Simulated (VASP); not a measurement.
A run of VASP 6.6.1 is set up as follows.

The input INCAR:

```
ALGO = Normal
EDIFF = 1E-6
EDIFFG = -0.04
ENCUT = 600
GGA = PE
IBRION = 2
ISIF = 3
ISMEAR = 0
LASPH = T
LCHARG = F
LREAL = F
LWAVE = F
NELM = 100
NSW = 90
PREC = Accurate
SIGMA = 0.1
```

KPOINTS

```
k-points
0
Gamma
  6 6 2
```

POSCAR

```
I
1.0
    4.3449736450      0.0000000000      0.0000000000
   -2.1724868225      3.7628575553      0.0000000000
    0.0000000000      0.0000000000     11.9442855297
I
4
Direct
    0.0000000000      0.0000000000      0.0000000000
    0.0000000000      0.0000000000      0.5000000000
    0.3333333333      0.6666666667      0.0050000000
    0.6666666667      0.3333333333      0.5050000000
```

Potentials or basis: VASP PAW PBE potentials, release 64 (I).

Launch:

```bash
$ cat potpaw_PBE.64/I/POTCAR > POTCAR
$ mpirun -np 1 vasp_std > vasp.out
```

Problem. Predict the relaxed cell.

Solution. a = 5.548 Å, b = 5.548 Å, c = 11.839 Å, α = 90.00°, β = 90.00°, γ = 120.00°.

Problem. Estimate the space group after relaxing (to 0.05 Å).

Solution. P6_3/mmc (No. 194).

Problem. Estimate the band gap on the k mesh.

Solution. Zero (filled and empty bands touch).

The path:
```tsv
step	energy change (eV)	largest force (eV/Å)	pressure (GPa)	volume (Å³)
1	0.0000	0.3692	29.39	195.28
2	-7.1541	0.0419	-1.14	530.38
3	-7.6001	0.0532	-1.35	491.75
4	-8.0903	0.0647	-1.52	455.09
5	-9.7191	0.0898	0.30	311.65
6	-9.7085	0.0968	-0.42	328.19
7	-9.7285	0.0933	-0.03	318.60
8	-9.7274	0.0920	0.10	315.84
9	-9.7289	0.0822	0.09	315.64
10	-9.7325	0.0526	0.09	315.06
11	-9.7353	0.0074	0.07	313.89
12	-9.7344	0.0031	-0.14	318.03
13	-9.7361	0.0056	-0.01	315.56
```

Caveat: the volume moved by over 15 % at a fixed basis, so the end points are rough; spin-orbit coupling is left out, which moves the levels of the heavy elements.
